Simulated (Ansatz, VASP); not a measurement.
## Hf in VASP and in Ansatz

```
Hf
1.0
     3.19670    0.00000    0.00000
    -1.59835    2.76842    0.00000
     0.00000    0.00000    5.05780
Hf
2
Direct
  0.66667 0.33333 0.75000
  0.33333 0.66667 0.25000
```

Alike in both runs: functional r2SCAN; k mesh 7 × 7 × 4; occupations fermi-dirac, width 0.05 eV; non-collinear spin, spin-orbit coupling.

|  | VASP | Ansatz |
| --- | --- | --- |
| version | VASP 6.6.1 | Ansatz 0.2.0 |
| potentials or method | VASP PAW PBE potentials, release 64 (Hf_pv) | Ansatz PAW |
| plane-wave cutoff (eV) | 520 | 500 |
| valence electrons in the cell | 20 | 52 |
| task | single point | band structure |

|  | VASP | Ansatz | Ansatz less VASP |
| --- | --- | --- | --- |
| pressure (GPa) | -1.0 | -0.4 | +0.61 |
| traceless stress, the component that is largest in VASP (GPa) | 0.58 | 0.61 | +0.033 |
| net moment per atom (μB) | 0.00 | 0.00 | 0.000 |

VASP's potentials were made for PBE, not for r2SCAN. VASP's potentials hold 20 valence electrons a cell and Ansatz's 52, so a difference there can come from the potentials and not from the codes.
